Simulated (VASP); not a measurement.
# BN in VASP: settings compared

BN is run at these levels: PBE, r2SCAN; tasks: single point.

All numbers are computed with VASP 6.6.1; they aren't measurements. Logs are shortened: lines on timing, memory, paths and dates and some standing lists are left out, and cuts for length are marked.

## 1. The cell of the first run

It takes space group Imm2 (No. 44, orthorhombic). The conventional cell has a = 2.521 Å, b = 2.583 Å, c = 3.610 Å, α = 90.00°, β = 90.00°, γ = 90.00°. B (site symmetry mm2) has 4 N at 1.55 to 1.58 Å within 2.1 Å. N (site symmetry mm2) has 4 B at 1.55 to 1.58 Å within 2.1 Å.

## 2. Single point, PBE (shear xy strain +2.4%)

Contents of INCAR:

```
PREC = Accurate
ENCUT = 520
EDIFF = 1E-6
ISMEAR = -1
SIGMA = 0.02
LREAL = False
LASPH = True
NELM = 60
ALGO = Normal
ISIF = 2
LWAVE = False
LCHARG = False
GGA = PE
NBANDS = 11
```

Contents of KPOINTS:

```
regular mesh
0
Gamma
  12 12 12
```

Contents of POSCAR:

```
BN
1.0
    0.0219286293      1.8048254535      1.8048254535
    1.8048254535      0.0219286293      1.8048254535
    1.8267540828      1.8267540828      0.0000000000
B N
1 1
Direct
    0.0001103318      0.0001103318     -0.0001103318
    0.2498896682      0.2498896682      0.2501103318
```

Potentials or basis: VASP PAW PBE potentials, release 64 (B, N).

Run with:

```bash
cat potpaw_PBE.64/B/POTCAR potpaw_PBE.64/N/POTCAR > POTCAR
mpirun -np 1 vasp_std > vasp.out
```

OUTCAR:

```text
PREC = Accurate
   ENCUT = 520
   EDIFF = 1E-6
   ISMEAR = -1
   LREAL = False
   LASPH = True
   NELM = 60
   ISIF = 2
   GGA = PE

 ion  position               nearest neighbor table
   1  0.000  0.000  1.000-   2 1.55   2 1.55   2 1.58   2 1.58
   2  0.250  0.250  0.250-   1 1.55   1 1.55   1 1.58   1 1.58

  LATTYP: Found a body centered orthorhombic cell.
 ALAT       =     2.5213968691
 B/A-ratio  =     1.0245988764
 C/A-ratio  =     1.4316075947

  Lattice vectors:

 A1 = (   1.8048254535,   0.0219286293,  -1.8048254535)
 A2 = (  -1.8048254535,  -0.0219286293,  -1.8048254535)
 A3 = (   0.0219286293,   1.8048254535,   1.8048254535)

Analysis of symmetry for initial positions (statically):
=====================================================================
 Subroutine PRICEL returns:
 Original cell was already a primitive cell.

 Routine SETGRP: Setting up the symmetry group for a
 body centered orthorhombic supercell.

 Subroutine GETGRP returns: Found  4 space group operations
 (whereof  4 operations were pure point group operations)
 out of a pool of  8 trial point group operations.

The static configuration has the point symmetry C_2v.

Analysis of symmetry for dynamics (positions and initial velocities):
=====================================================================
 Subroutine PRICEL returns:
 Original cell was already a primitive cell.

 Routine SETGRP: Setting up the symmetry group for a
 body centered orthorhombic supercell.

 Subroutine GETGRP returns: Found  4 space group operations
 (whereof  4 operations were pure point group operations)
 out of a pool of  8 trial point group operations.

The dynamic configuration has the point symmetry C_2v.

 Subroutine INISYM returns: Found  4 space group operations
 (whereof  4 operations are pure point group operations),
 and found     1 'primitive' translations

----------------------------------------------------------------------------------------

                                     Primitive cell

  volume of cell :      11.7563

  direct lattice vectors                    reciprocal lattice vectors
     0.021928629  1.804825453  1.804825453    -0.280442476  0.280442476  0.277035100
     1.804825453  0.021928629  1.804825453     0.280442476 -0.280442476  0.277035100
     1.826754083  1.826754083  0.000000000     0.273709529  0.273709529 -0.277035100

  length of vectors
     2.552502831  2.552502831  2.583420399     0.483781367  0.483781367  0.476006575

  position of ions in fractional coordinates (direct lattice)
     0.000110332  0.000110332  0.999889668
     0.249889668  0.249889668  0.250110332

  ion indices of the primitive-cell ions
   primitive index   ion index
                 1           1
                 2           2

----------------------------------------------------------------------------------------

 KPOINTS: regular mesh

Automatic generation of k-mesh.
 Grid dimensions read from file:
 generate k-points for:   12   12   12

 Generating k-lattice:

  Cartesian coordinates                     Fractional coordinates (reciprocal lattice)
    -0.023370206  0.023370206  0.023086258     0.083333333  0.000000000  0.000000000
     0.023370206 -0.023370206  0.023086258     0.000000000  0.083333333  0.000000000
     0.022809127  0.022809127 -0.023086258    -0.000000000 -0.000000000  0.083333333

  Length of vectors
     0.040315114  0.040315114  0.039667215

  Shift w.r.t. Gamma in fractional coordinates (k-lattice)
     0.000000000  0.000000000  0.000000000

 Subroutine IBZKPT returns following result:
 ===========================================

 Found    280 irreducible k-points:

 Following reciprocal coordinates:
            Coordinates               Weight
  0.000000  0.000000  0.000000      1.000000
  0.083333  0.000000  0.000000      4.000000
  0.166667  0.000000  0.000000      4.000000
  0.250000  0.000000  0.000000      4.000000
  0.333333  0.000000  0.000000      4.000000
  0.416667  0.000000  0.000000      4.000000
[... 16 lines left out ...]
  0.500000  0.166667  0.000000      4.000000
 -0.416667  0.166667  0.000000      4.000000
 [... further k-points ...]
   k-points           NKPTS =    280   k-points in BZ     NKDIM =    280   number of bands    NBANDS=     11
   number of dos      NEDOS =    301   number of ions     NIONS =      2
   total plane-waves  NPLWV =   8000
   dimension x,y,z NGX =    20 NGY =   20 NGZ =   20
   dimension x,y,z NGXF=    40 NGYF=   40 NGZF=   40
   ions per type =               1   1
   NGX,Y,Z   is equivalent  to a cutoff of  13.03, 13.03, 12.87 a.u.
   NGXF,Y,Z  is equivalent  to a cutoff of  26.05, 26.05, 25.74 a.u.
 SYSTEM =  unknown system
   PREC   = accura    normal or accurate (medium, high low for compatibility)
   ISTART =      0    job   : 0-new  1-cont  2-samecut
   ICHARG =      2    charge: 1-file 2-atom 10-const
   ISPIN  =      1    spin polarized calculation?
   LNONCOLLINEAR =      F non collinear calculations
[... 55 lines left out ...]
 fundamental gap:      4.3708716286
 Fermi energy:         7.9448605213

 k-point     1 :       0.0000    0.0000    0.0000
  band No.  band energies     occupation
      1     -12.8249      2.00000
      2       7.4068      2.00000
      3       7.4524      2.00000
      4       7.5166      2.00000
      5      15.9838      0.00000
      6      16.1620      0.00000
      7      16.6268      0.00000
      8      18.0307      0.00000
      9      32.2970      0.00000
     10      35.2815      0.00000
     11      35.3010      0.00000

 k-point     2 :       0.0833    0.0000    0.0000
  band No.  band energies     occupation
      1     -12.6520      2.00000
      2       6.6085      2.00000
      3       7.2189      2.00000
      4       7.2810      2.00000
      5      16.2745      0.00000
      6      16.3150      0.00000
      7      16.8484      0.00000
      8      18.6641      0.00000
      9      32.0498      0.00000
     10      32.8735      0.00000
     11      33.1194      0.00000

 k-point     3 :       0.1667    0.0000    0.0000
  band No.  band energies     occupation
      1     -12.1399      2.00000
      2       4.5359      2.00000
      3       6.7657      2.00000
      4       6.8093      2.00000
      5      16.6079      0.00000
      6      16.9477      0.00000
      7      17.4195      0.00000
      8      20.0046      0.00000
      9      31.2185      0.00000
     10      31.3347      0.00000
     11      31.6858      0.00000

 k-point     4 :       0.2500    0.0000    0.0000
  band No.  band energies     occupation
      1     -11.3115      2.00000
      2       2.0653      2.00000
      3       6.2484      2.00000
      4       6.2680      2.00000
      5      16.9072      0.00000
      6      17.5847      0.00000
      7      17.9969      0.00000
      8      21.2742      0.00000
      9      30.7509      0.00000
     10      30.7914      0.00000
     11      31.3034      0.00000

 k-point     5 :       0.3333    0.0000    0.0000
  band No.  band energies     occupation
      1     -10.2294      2.00000
      2      -0.3506      2.00000
      3       5.8075      2.00000
      4       5.8115      2.00000
      5      17.1673      0.00000
      6      17.9006      0.00000
      7      18.2842      0.00000
      8      22.1573      0.00000
      9      30.6197      0.00000
     10      31.5306      0.00000
     11      32.1499      0.00000
[... 211 lines left out ...]
 k-point    21 :       0.3333    0.1667    0.0000
  band No.  band energies     occupation
      1     -10.4379      2.00000
      2       1.4984      2.00000
      3       4.5133      2.00000
      4       4.9254      2.00000
      5      15.4586      0.00000
      6      19.9393      0.00000
      7      20.1615      0.00000
      8      20.4645      0.00000
      9      27.0222      0.00000
     10      33.9854      0.00000
     11      35.3872      0.00000

 k-point    22 :       0.4167    0.1667    0.0000
  band No.  band energies     occupation
      1      -9.3462      2.00000
      2      -0.6169      2.00000
      3       4.2469      2.00000
      4       4.3377      2.00000
      5      15.7826      0.00000
      6      19.9359      0.00000
      7      20.2339      0.00000
      8      21.6205      0.00000
      9      27.9709      0.00000
     10      33.7485      0.00000
     11      35.6370      0.00000

 k-point    23 :       0.5000    0.1667    0.0000
  band No.  band energies     occupation
      1      -8.3351      2.00000
      2      -2.2290      2.00000
      3       3.6592      2.00000
      4       4.4288      2.00000
      5      16.1029      0.00000
      6      19.8129      0.00000
      7      19.9576      0.00000
      8      22.9398      0.00000
      9      28.3778      0.00000
     10      33.9885      0.00000
     11      34.8468      0.00000

 k-point    24 :      -0.4167    0.1667    0.0000
  band No.  band energies     occupation
      1      -8.1109      2.00000
      2      -2.5548      2.00000
      3       3.2740      2.00000
      4       4.7695      2.00000
      5      16.5605      0.00000
      6      19.5294      0.00000
      7      19.6238      0.00000
      8      23.3985      0.00000
      9      28.7476      0.00000
     10      32.5464      0.00000
     11      34.3649      0.00000

 [... further k-points ...]
[... 5 lines left out ...]
  --------------------------------------------------------------------------------------
  -------------------------------------------------------------------------------------
  Total        0.3952268      0.3952268      0.3740358     -0.8202689      0.0000000      0.0000000
  in kB       53.8623690     53.8623690     50.9744147   -111.7880424      0.0000000      0.0000000
  external PRESSURE =      52.8997176 kB  Pullay stress =       0.0000000 kB

 VOLUME and BASIS-vectors are now :
 -----------------------------------------------------------------------------
  energy-cutoff  :      520.00
  volume of cell :       11.76
      direct lattice vectors                 reciprocal lattice vectors
     0.021928629  1.804825453  1.804825453    -0.280442476  0.280442476  0.277035100
     1.804825453  0.021928629  1.804825453     0.280442476 -0.280442476  0.277035100
     1.826754083  1.826754083  0.000000000     0.273709529  0.273709529 -0.277035100

 POSITION                                       TOTAL-FORCE (eV/Angst)
 -----------------------------------------------------------------------------------
      1.82675      1.82675      0.00040         0.000000      0.000000      0.032032
      0.91338      0.91338      0.90201        -0.000000     -0.000000     -0.032032
 -----------------------------------------------------------------------------------
    total drift:                                0.000000      0.000000      0.000003

  FREE ENERGIE OF THE ION-ELECTRON SYSTEM (eV)
  ---------------------------------------------------
  free  energy   TOTEN  =       -17.4383486659 eV

  energy  without entropy=      -17.4383486659  energy(sigma->0) =      -17.43834867
```

Run time: 61 s. Hardware: 1 thread of Intel Xeon 8259CL, shared host; peak memory 0.15 GiB.

Results:

- Free energy: -17.4383 eV
- Pressure: 5.3 GPa
- Largest force: 0.032 eV/Å
- Band gap on the k mesh: 4.37 eV, indirect (least direct gap 8.47 eV)

Forces on the atoms (eV/Å):
```
B    0.000  0.000  0.032
N    0.000  0.000 -0.032
```

Levels at points of the mesh, in eV from the valence-band top:
```tsv
k point	band 1	band 2	band 3	band 4	band 5	band 6	band 7	band 8
(0.00, 0.00, 0.00)	-20.34	-0.11	-0.06	0.00	8.47	8.65	9.11	10.51
(0.50, 0.00, 0.00)	-16.00	-10.76	-2.11	-2.08	9.88	10.42	10.80	15.28
(0.50, 0.50, 0.00)	-14.73	-9.00	-5.21	-4.75	4.37	9.25	17.91	17.96
(0.00, 0.00, 0.50)	-16.21	-10.82	-1.92	-1.91	10.23	10.73	10.94	15.22
(0.50, 0.00, 0.50)	-14.73	-9.00	-4.98	-4.98	4.41	9.20	17.87	17.91
```

Caveat: the cell differs from its parent crystal (shear xy strain +2.4%).

## 3. Single point, r2SCAN (strain along [111] -2.7%)

Contents of POSCAR:

```
BN
1.0
   -0.0321258931      1.7726995604      1.7726995604
    1.7726995604     -0.0321258931      1.7726995604
    1.7726995604      1.7726995604     -0.0321258931
B N
1 1
Direct
   -0.0003030590     -0.0003030590     -0.0003030590
    0.2503030590      0.2503030590      0.2503030590
```

Contents of INCAR.step1:

```
PREC     = Accurate       # precision mode
ENCUT    = 520            # plane-wave cutoff, eV
ISMEAR   = 0              # smearing method
SIGMA    = 0.01           # smearing width, eV
LREAL    = False          # projectors in reciprocal space
LASPH    = True           # aspherical terms in the spheres
NELM     = 80             # most SCF steps
NBANDS   = 11             # bands
GGA      = PE             # functional
ALGO     = Normal         # electronic algorithm
EDIFF    = 1E-4           # SCF threshold, eV
LWAVE    = True           # write WAVECAR
LCHARG   = False          # write CHGCAR
```

Contents of INCAR.step2:

```
PREC     = Accurate       # precision mode
ENCUT    = 520            # plane-wave cutoff, eV
EDIFF    = 1E-7           # SCF threshold, eV
ISMEAR   = 0              # smearing method
SIGMA    = 0.01           # smearing width, eV
LREAL    = False          # projectors in reciprocal space
LASPH    = True           # aspherical terms in the spheres
NELM     = 80             # most SCF steps
ALGO     = Normal         # electronic algorithm
ISIF     = 2              # what is computed and relaxed
LWAVE    = False          # write WAVECAR
LCHARG   = False          # write CHGCAR
METAGGA  = R2SCAN         # meta-GGA
LMIXTAU  = True         
NBANDS   = 11             # bands
ISTART   = 1
```

KPOINTS is that of step 2.

Potentials or basis: VASP PAW PBE potentials, release 64 (B, N).

Run with:

```bash
cat potpaw_PBE.64/B/POTCAR potpaw_PBE.64/N/POTCAR > POTCAR
cp INCAR.step1 INCAR
mpirun -np 1 vasp_std > vasp.out
cp INCAR.step2 INCAR
mpirun -np 1 vasp_std > vasp.out
```

Wall time 2.9 min (1 thread of Intel Xeon 8259CL, shared host); peak memory 0.14 GiB.

It converged, with:

| Quantity | Value |
| --- | --- |
| Free energy | -19.1403 eV |
| Pressure | 12.7 GPa |
| Largest force | 0.007 eV/Å |
| Band gap on the k mesh | 4.89 eV, indirect (least direct gap 9.34 eV) |

Forces in eV/Å, atoms in the order of the input:
```
B   -0.004 -0.004 -0.004
N    0.004  0.004  0.004
```

Stress tensor (GPa, compression positive):
```
12.71  9.09  9.09
 9.09 12.71  9.09
 9.09  9.09 12.71
```

Levels at points of the mesh, in eV from the valence-band top:
| k point | band 2 | band 3 | band 4 | band 5 | band 6 | band 7 |
| --- | --- | --- | --- | --- | --- | --- |
| (0.00, 0.00, 0.00) | -0.16 | -0.16 | 0.00 | 9.34 | 9.34 | 9.80 |
| (0.50, 0.00, 0.00) | -11.51 | -2.10 | -2.10 | 11.14 | 11.40 | 11.99 |
| (0.50, 0.50, 0.00) | -9.64 | -5.55 | -5.17 | 4.89 | 9.93 | 19.57 |
| (0.50, 0.50, 0.50) | -11.40 | -2.41 | -2.41 | 10.59 | 11.31 | 11.31 |

Caveat: the cell differs from its parent crystal (strain along [111] -2.7%); the PAW data sets were made with another functional, which shifts forces and pressure a little.

## 4. Single point, r2SCAN (epitaxial 111 strain -1.1%)

Contents of POSCAR:

```
BN
1.0
    0.0153609458      1.8005138019      1.8005138019
    1.8005138019      0.0153609458      1.8005138019
    1.8005138019      1.8005138019      0.0153609458
B N
1 1
Direct
    0.0000591269      0.0000591269      0.0000591269
    0.2499408731      0.2499408731      0.2499408731
```

Contents of INCAR.step1:

```
ALGO = Normal ; EDIFF = 1E-4
ENCUT = 520 ; GGA = PE
ISMEAR = 0 ; LASPH = True
LCHARG = False ; LREAL = False
LWAVE = True ; NBANDS = 11
NELM = 80 ; PREC = Accurate
SIGMA = 0.01
```

Contents of INCAR.step2:

```
ALGO = Normal ; EDIFF = 1E-6
ENCUT = 520 ; ISIF = 2
ISMEAR = 0 ; ISTART = 1
LASPH = True ; LCHARG = True
LELF = True ; LMIXTAU = True
LREAL = False ; LVHAR = True
LWAVE = False ; METAGGA = R2SCAN
NBANDS = 11 ; NELM = 80
PREC = Accurate ; SIGMA = 0.01
```

Contents of KPOINTS:

```
k-points
0
Gamma
  12 12 12
```

Run with:

```bash
cat potpaw_PBE.64/B/POTCAR potpaw_PBE.64/N/POTCAR > POTCAR
cp INCAR.step1 INCAR
mpirun -np 1 vasp_std > vasp.out
cp INCAR.step2 INCAR
mpirun -np 1 vasp_std > vasp.out
```

It took 2.5 min on 1 thread of Intel Xeon 8259CL, shared host; peak memory 0.14 GiB.

The run converged. Its results:

```yaml
Free_energy: -19.1595 eV
Pressure: 9.4 GPa
Largest_force: 0.003 eV/Å
Band_gap_on_the_k_mesh: 4.98 eV, indirect (least direct gap 9.34 eV)
```

Forces on the atoms (eV/Å):
```
B    0.002  0.002  0.002
N   -0.002 -0.002 -0.002
```

Stress tensor (GPa, compression positive):
```
 9.41 -4.21 -4.21
-4.21  9.41 -4.21
-4.21 -4.21  9.41
```

Levels at points of the mesh, in eV from the valence-band top:
| k point | band 1 | band 2 | band 3 | band 4 | band 5 | band 6 | band 7 | band 8 | band 9 |
| --- | --- | --- | --- | --- | --- | --- | --- | --- | --- |
| (0.00, 0.00, 0.00) | -21.60 | -0.07 | 0.00 | 0.00 | 9.34 | 9.74 | 9.74 | 11.51 | 26.59 |
| (0.50, 0.00, 0.00) | -17.15 | -11.33 | -2.13 | -2.12 | 10.96 | 11.48 | 11.67 | 16.65 | 25.20 |
| (0.50, 0.50, 0.00) | -15.73 | -9.51 | -5.33 | -5.16 | 4.98 | 9.94 | 19.61 | 19.63 | 22.64 |
| (0.50, 0.50, 0.50) | -17.30 | -11.37 | -1.98 | -1.98 | 11.35 | 11.68 | 11.68 | 16.62 | 25.29 |

Caveat: the cell differs from its parent crystal (epitaxial 111 strain -1.1%); the PAW data sets were made with another functional, which shifts forces and pressure a little.

## 5. Single point, r2SCAN (shear xy strain +2.4%)

Contents of POSCAR:

```
BN
1.0
    0.0219286293      1.8048254535      1.8048254535
    1.8048254535      0.0219286293      1.8048254535
    1.8267540828      1.8267540828      0.0000000000
B N
1 1
Direct
    0.0001103318      0.0001103318     -0.0001103318
    0.2498896682      0.2498896682      0.2501103318
```

Contents of INCAR.step1:

```
SYSTEM = BN
ALGO = Normal
EDIFF = 1E-4
ENCUT = 520
GGA = PE
ISMEAR = 0
LASPH = .TRUE.
LCHARG = .FALSE.
LREAL = .FALSE.
LWAVE = .TRUE.
NBANDS = 11
NELM = 100
PREC = Accurate
SIGMA = 0.01
```

Contents of INCAR.step2:

```
SYSTEM = BN
ALGO = Normal
EDIFF = 1E-6
ENCUT = 520
ISIF = 2
ISMEAR = 0
ISTART = 1
LASPH = .TRUE.
LCHARG = .FALSE.
LMIXTAU = .TRUE.
LREAL = .FALSE.
LWAVE = .FALSE.
METAGGA = R2SCAN
NBANDS = 11
NELM = 100
PREC = Accurate
SIGMA = 0.01
```

Contents of KPOINTS:

```
k-points
0
G
  12 12 12
  0 0 0
```

Run with:

```bash
cat potpaw_PBE.64/B/POTCAR potpaw_PBE.64/N/POTCAR > POTCAR
cp INCAR.step1 INCAR
mpirun -np 1 vasp_std > vasp.out
cp INCAR.step2 INCAR
mpirun -np 1 vasp_std > vasp.out
```

Wall time 4 min (1 thread of Intel Xeon 8259CL, shared host); peak memory 0.15 GiB.

Results (log left out):

```yaml
Free_energy: -19.1614 eV
Pressure: 1.4 GPa
Largest_force: 0.006 eV/Å
Band_gap_on_the_k_mesh: 4.88 eV, indirect (least direct gap 9.17 eV)
```

Forces in eV/Å, atoms in the order of the input:
```
B    0.000  0.000  0.006
N    0.000  0.000 -0.006
```

Stress tensor (GPa, compression positive):
```
  1.52 -11.44   0.00
-11.44   1.52   0.00
  0.00   0.00   1.20
```

Levels at points of the mesh, in eV from the valence-band top:
```csv
k point,band 1,band 2,band 3,band 4,band 5,band 6,band 7,band 8
"(0.00, 0.00, 0.00)",-21.40,-0.11,-0.07,0.00,9.17,9.34,9.82,11.24
"(0.50, 0.00, 0.00)",-16.98,-11.16,-2.19,-2.16,10.51,11.18,11.56,16.41
"(0.50, 0.50, 0.00)",-15.67,-9.41,-5.41,-4.94,4.88,9.84,19.26,19.29
"(0.00, 0.00, 0.50)",-17.19,-11.21,-1.99,-1.98,10.90,11.48,11.71,16.37
"(0.50, 0.00, 0.50)",-15.66,-9.41,-5.18,-5.17,4.92,9.79,19.20,19.25
```

Caveat: the cell differs from its parent crystal (shear xy strain +2.4%); the PAW data sets were made with another functional, which shifts forces and pressure a little.

## 6. The runs side by side

```csv
level,cell,smearing,gap on the mesh (eV),pressure (GPa),largest force (eV/Å)
PBE,"a = 2.553, b = 2.553, c = 2.583 Å, angles 59.6, 59.6, 59.2°, 2 atoms",fermi-dirac 0.02 eV,4.37,5.3,0.03
r2SCAN,"a = 2.507 Å, angles 61.2°, 2 atoms",gaussian 0.01 eV,4.89,12.7,0.01
r2SCAN,"a = 2.546 Å, angles 59.4°, 2 atoms",gaussian 0.01 eV,4.98,9.4,-
r2SCAN,"a = 2.553, b = 2.553, c = 2.583 Å, angles 59.6, 59.6, 59.2°, 2 atoms",gaussian 0.01 eV,4.88,1.4,0.01
```

Alike in all rows: task single point; potentials or basis VASP PAW PBE potentials, release 64 (B, N); no spin polarisation; k mesh 12 × 12 × 12; cutoff (eV) 520.

Caveats: the PAW data sets were made with another functional, which shifts forces and pressure a little (some runs).

Total energies depend on the potentials used, so only differences within one code and one set of settings carry meaning.
